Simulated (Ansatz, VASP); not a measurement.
One calculation of Ca, two programs

```
CELL_PARAMETERS angstrom
0.00000 2.61432 2.61432
2.61432 0.00000 2.61432
2.61432 2.61432 0.00000
ATOMIC_POSITIONS crystal
Ca 0.00000 0.00000 0.00000
```

Alike in both runs: task single point; functional LDA; k mesh 14 × 14 × 14; occupations gaussian, width 0.1 eV; no spin polarisation.

```csv
,VASP,Ansatz
version,VASP 6.6.1,Ansatz 0.2.0
potentials or method,"VASP PAW LDA potentials, release 64 (Ca_sv), cutoff 520 eV","scalar-relativistic, plane waves, PAW"
valence electrons in the cell,10,10
```

```tsv
	VASP	Ansatz	Ansatz less VASP
gap on the k mesh at the Fermi level (eV)	none	none	-
pressure (GPa)	1.3	1.3	-0.01
```

Ansatz warns that its potentials were made for another functional, while VASP's fit it. LDA's correlation is that of Perdew and Zunger in VASP and of Perdew and Wang (1992) in Ansatz. A gap of «none» marks a metal or a gap that the smearing closes.
